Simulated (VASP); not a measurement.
Runs of VASP 6.6.1 on Ru. The structure is that of space group Fm-3m (No. 225), or close to it. The cells are those of the table. 

```tsv
task	cell	cutoff (eV)	gap on the mesh (eV)	pressure (GPa)
relaxation of cell and atoms	relaxed to 48 GPa from a = 2.591 Å, angles 60.0°, 1 atom	600	none	48.0
single point	a = 2.695 Å, angles 60.0°, 1 atom	520	none	-0.1
single point	a = 2.591 Å, angles 60.0°, 1 atom	520	none	(a)
relaxation of cell and atoms	relaxed from a = 2.690 Å, angles 60.0°, 1 atom	600	none	0.0
```

Alike in all rows: level PBE; potentials or basis VASP PAW PBE potentials, release 64 (Ru_pv); no spin polarisation; k mesh 18 × 18 × 18; smearing fermi-dirac 0.1 eV.

**Question.** Estimate the missing entries.

**Answer.** (a) 48.2.

Caveats: the cell is relaxed towards a set pressure, so the enthalpy falls and the energy may rise (some runs).

A k mesh can miss the band edges, and the runs leave out spin-orbit coupling on Ru.

A gap of «none» marks levels without a gap at the run's occupations.
